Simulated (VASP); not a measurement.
Here is a VASP 6.6.1 calculation.

Contents of INCAR:

```
SYSTEM = TaRu
ALGO = Normal
EDIFF = 1E-8
ENCUT = 520
ISIF = 2
ISMEAR = -1
LASPH = .True.
LCHARG = .False.
LEFG = .True.
LREAL = .False.
LWAVE = .False.
NBANDS = 20
NELM = 80
PREC = Accurate
SIGMA = 0.03
```

KPOINTS

```
k-points
0
Gamma
  13 13 13
  0 0 0
```

The input POSCAR:

```
TaRu
1.0
    3.1219409285      0.0000000000      0.0000000000
    0.0000000000      3.1219409285      0.0000000000
    0.0000000000      0.0000000000      3.1219409285
Ta Ru
1 1
Direct
    0.5000000000      0.5000000000      0.5000000000
    0.0000000000      0.0000000000      0.0000000000
```

Potentials or basis: VASP PAW LDA potentials, release 64 (Ta_pv, Ru_pv).

The run is started by

```bash
$ cat potpaw_LDA.64/Ta_pv/POTCAR potpaw_LDA.64/Ru_pv/POTCAR > POTCAR
$ mpirun -np 1 vasp_std > vasp.out
```

Q: Predict the pressure.

A: -0.1 GPa.

Caveat: without QUAD_EFG the Cq values of the log hold for a quadrupole moment of 1 mb, not for the nuclei.
